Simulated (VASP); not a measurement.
Sn, 1 atom in the cell. It takes space group Im-3m (No. 229, cubic). Conventional cell: a = 3.789 Å, b = 3.789 Å, c = 3.789 Å, α = 90.00°, β = 90.00°, γ = 90.00°. Within 4.3 Å of Sn (site symmetry m-3m) lie 14 Sn at 3.28 to 3.79 Å. 

```yaml
Program: VASP 6.6.1
Task: single point
Functional: r2SCAN
Potentials_or_basis: VASP PAW PBE potentials, release 64 (Sn_d)
Cutoff: 520 eV
k_mesh: 10 × 10 × 10
Occupations: fermi-dirac, width 0.15 eV
Spin: no spin polarisation
Dipole_correction: no
Further_INCAR_settings: ALGO = Normal; EDIFF = 1e-06; NBANDS = 13
```

Potentials or basis: VASP PAW PBE potentials, release 64 (Sn_d).

The run is started by

```console
$ cat potpaw_PBE.64/Sn_d/POTCAR > POTCAR
$ cp INCAR.step1 INCAR
$ mpirun -np 1 vasp_std > vasp.out
$ cp INCAR.step2 INCAR
$ mpirun -np 1 vasp_std > vasp.out
```

Hardware: 1 thread of Intel Xeon 8259CL (shared host).

How long does it take, and how much memory?

It took 50 s on 1 thread of Intel Xeon 8259CL, with other jobs on the host, peak memory 0.15 GiB. Counts: k points 47.
